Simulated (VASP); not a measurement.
Input of a VASP 6.6.1 run:

INCAR

```
SYSTEM = CdSe
ALGO     = Normal         ! electronic algorithm
EDIFF    = 1E-7           ! SCF threshold, eV
ENCUT    = 520            ! plane-wave cutoff, eV
GGA      = PE             ! functional
ISIF     = 2              ! what is computed and relaxed
ISMEAR   = 0              ! smearing method
LASPH    = .TRUE.         ! aspherical terms in the spheres
LCHARG   = .TRUE.         ! write CHGCAR
LELF     = .TRUE.         ! ELF
LREAL    = .FALSE.        ! projectors in reciprocal space
LVHAR    = .TRUE.       
LWAVE    = .FALSE.        ! write WAVECAR
NBANDS   = 16             ! bands
NELM     = 60             ! most SCF steps
PREC     = Accurate       ! precision mode
SIGMA    = 0.01           ! smearing width, eV
```

Contents of KPOINTS:

```
k-points
0
G
  6 6 6
  0 0 0
```

POSCAR

```
CdSe
1.0
    0.0000000000      2.9861102955      2.9861102955
    2.9861102955      0.0000000000      2.9861102955
    2.9861102955      2.9861102955      0.0000000000
Cd Se
1 1
Direct
    0.0000000000      0.0000000000      0.0000000000
    0.7500000000      0.7500000000      0.7500000000
```

Potentials or basis: VASP PAW PBE potentials, release 64 (Cd, Se).

Launch:

```console
$ cat potpaw_PBE.64/Cd/POTCAR potpaw_PBE.64/Se/POTCAR > POTCAR
$ mpirun -np 1 vasp_std > vasp.out
```

(1) Predict the band gap on the k mesh.

(2) What does it give for the pressure?

Results:

(1) 0.72 eV, direct.

(2) 6.8 GPa.
